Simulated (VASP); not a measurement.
HgSO, 6 atoms in the cell. Symmetry: P4/nmm, No. 129, tetragonal system. The conventional cell has a = 3.876 Å, b = 3.876 Å, c = 6.597 Å, α = 90.00°, β = 90.00°, γ = 90.00°. Hg (site symmetry 4mm) has 4 O at 2.34 Å and 5 S at 2.92 to 2.95 Å within 3.1 Å. O (site symmetry -4m2) has 4 Hg at 2.34 Å and 4 O at 2.74 Å and 4 S at 3.03 Å within 3.1 Å. Within 3.9 Å of S (site symmetry 4mm) lie 6 Hg at 2.92 to 3.65 Å and 4 O at 3.03 Å and 8 S at 3.36 to 3.88 Å. 

* Program: VASP 6.6.1
* Task: single point
* Functional: r2SCAN
* Potentials or basis: VASP PAW PBE potentials, release 64 (Hg, O, S)
* Cutoff: 660 eV
* k mesh: 9 × 9 × 5
* Occupations: fermi-dirac, width 0.1 eV
* Spin: no spin polarisation
* Dipole correction: no
* Further INCAR settings: ALGO = Normal; EDIFF = 1e-06; NBANDS = 33

Potentials or basis: VASP PAW PBE potentials, release 64 (Hg, O, S).

Run with:

```console
$ cat potpaw_PBE.64/Hg/POTCAR potpaw_PBE.64/O/POTCAR potpaw_PBE.64/S/POTCAR > POTCAR
$ cp INCAR.step1 INCAR
$ mpirun -np 1 vasp_std > vasp.out
$ cp INCAR.step2 INCAR
$ mpirun -np 1 vasp_std > vasp.out
```

Hardware: 1 thread of Oxide Virtual Turin-like Processor, on a shared host.

**Question.** Estimate the wall time of this run.

**Answer.** It took 16 min on 1 thread of Oxide Virtual Turin-like Processor, on a shared host, peak memory 0.33 GiB. Counts: k points 45.
